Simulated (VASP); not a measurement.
Input of a VASP 6.6.1 run:

File INCAR:

```
SYSTEM = AlN
PREC = Accurate
ENCUT = 520
EDIFF = 1E-7
ISMEAR = 0
SIGMA = 0.05
LREAL = .False.
LASPH = .True.
NELM = 100
ALGO = Normal
ISIF = 2
LWAVE = .False.
LCHARG = .False.
GGA = PE
NBANDS = 16
```

File KPOINTS:

```
regular mesh
0
Gamma
  9 9 6
  0 0 0
```

POSCAR

```
AlN
1.0
    3.1110021516      0.0000000000      0.0000000000
   -1.5555010758      2.6942068945      0.0000000000
    0.0000000000      0.0000000000      4.9780000000
Al N
2 2
Direct
    0.3333333333      0.6666666667      0.0000000000
    0.6666666667      0.3333333333      0.5000000000
    0.3156513810      0.6578256905      0.3880501368
    0.6489847143      0.3244923572      0.8880501368
```

Potentials or basis: VASP PAW PBE potentials, release 64 (Al, N).

Command:

```sh
$ cat potpaw_PBE.64/Al/POTCAR potpaw_PBE.64/N/POTCAR > POTCAR
$ mpirun -np 1 vasp_std > vasp.out
```

Question: Predict the band gap on the k mesh.

Answer: 4.10 eV.

Question: Estimate the largest force.

Answer: 0.922 eV/Å.

Forces on the atoms (eV/Å):
```
Al  -0.616 -0.355  0.386
Al  -0.723 -0.417  0.390
N    0.723  0.418 -0.390
N    0.615  0.355 -0.386
```

Caveat: the cell differs from its parent crystal (all N atoms moved +0.050 Å, as atom 3 towards its neighbour atom 2 (Al) at 1.885 Å).
